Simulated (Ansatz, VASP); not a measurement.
# Si5O: VASP beside Ansatz

File INCAR:

```
  PREC = Accurate
  ENCUT = 520
  EDIFF = 1E-6
  ISMEAR = 0
  SIGMA = 0.1
  LREAL = False
  LASPH = True
  NELM = 150
  ALGO = Normal
  ISIF = 2
  LWAVE = False
  LCHARG = False
  ISPIN = 2
  MAGMOM = 0 0 0 0 0 1
  LORBIT = 11
  GGA = PE
  NBANDS = 26
```

Contents of KPOINTS:

```
Automatic mesh
0
Gamma
  3 3 6
```

File POSCAR:

```
Si5O
1.0
    6.6839565968      0.0000000000      0.0000000000
   -3.3419782984      5.7884762106      0.0000000000
    0.0000000000      0.0000000000      2.5596212250
Si O
5 1
Direct
    0.7236052957      0.0000000000      0.0000000000
    0.0000000000      0.7236052957      0.0000000000
    0.2763947043      0.2763947043      0.0000000000
    0.3333333333      0.6666666667      0.0000000000
    0.6666666667      0.3333333333      0.0000000000
    0.0000000000      0.0000000000      0.0000000000
```

Input for Ansatz:

```yaml
crystal:
  lattice:
    - [6.6839565968, 0.0, 0.0]
    - [-3.3419782984, 5.7884762106, 0.0]
    - [0.0, 0.0, 2.559621225]
  atoms:
    - { symbol: Si, position: [0.7236052957, 0.0, 0.0] }
    - { symbol: Si, position: [0.0, 0.7236052957, 0.0] }
    - { symbol: Si, position: [0.2763947043, 0.2763947043, 0.0] }
    - { symbol: Si, position: [0.3333333333, 0.6666666667, 0.0] }
    - { symbol: Si, position: [0.6666666667, 0.3333333333, 0.0] }
    - { symbol: O, position: [0.0, 0.0, 0.0], spin: 1.0 }
basis:
  ecutwfc: 420
kpoints:
  mp_grid: { grid: [3, 3, 6] }
hamiltonian:
  xc: pbe
scf:
  occupations: { method: gaussian, width: 0.1 }
  lower_state_search: "off"
output:
  forces: true
  stress: true
  eigenvalues: true
  populations: true
magnetization:
  spin_polarized: true
```

Alike in both runs: task single point; functional PBE; k mesh 3 × 3 × 6; occupations gaussian, width 0.1 eV; collinear spin.

|  | VASP | Ansatz |
| --- | --- | --- |
| version | VASP 6.6.1 | Ansatz 0.2.0 |
| potentials or method | VASP PAW PBE potentials, release 64 (Si, O), cutoff 520 eV | scalar-relativistic, plane waves, PAW |
| valence electrons in the cell | 26 | 26 |

```csv
,VASP,Ansatz,Ansatz less VASP
gap on the k mesh at the Fermi level (eV),none,none,-
pressure (GPa),-0.2,-0.2,+0.03
"traceless stress, the component that is largest in VASP (GPa)",5.53,5.57,+0.036
rms of the force components (eV/Å),0.121,0.114,-0.0068
net moment per atom (μB),0.00,0.00,0.000
```

Atom by atom the forces differ by 0.007 eV/Å (rms over components). A gap of «none» marks a metal or a gap that the smearing closes. Ansatz's warnings: seeded moment not kept.

The k mesh is coarse, so the values compare programs but aren't converged.
